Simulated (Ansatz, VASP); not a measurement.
**SiO2: VASP beside Ansatz**

```
CELL_PARAMETERS angstrom
4.18514 0.00000 0.00000
0.00000 4.18514 0.00000
0.00000 0.00000 2.66895
ATOMIC_POSITIONS crystal
Si 0.00000 0.00000 0.00000
Si 0.50000 0.50000 0.50000
O 0.30610 0.30610 0.00000
O 0.19390 0.80610 0.50000
O 0.69390 0.69390 0.00000
O 0.80610 0.19390 0.50000
```

Alike in both runs: functional r2SCAN; k mesh 6 × 6 × 8; occupations gaussian, width 0.02 eV; no spin polarisation.

Ansatz relaxed the structure, and its values are those at the end. VASP's run is a single point on that final structure, the one shown.

|  | VASP | Ansatz |
| --- | --- | --- |
| version | VASP 6.6.1 | Ansatz 0.2.0 |
| potentials or method | VASP PAW PBE potentials, release 64 (Si, O), cutoff 520 eV | scalar-relativistic, plane waves, PAW |
| valence electrons in the cell | 32 | 32 |

VASP gave:

- gap on the k mesh at the Fermi level (eV): 6.51
- least direct gap on the mesh (eV): 6.51
- pressure (GPa): 0.4
- rms of the force components (eV/Å): 0.010

Estimate Ansatz's values.

gap on the k mesh at the Fermi level (eV): 6.51; least direct gap on the mesh (eV): 6.51; pressure (GPa): 0.0; rms of the force components (eV/Å): 0.000.

VASP's potentials were made for PBE, not for r2SCAN.
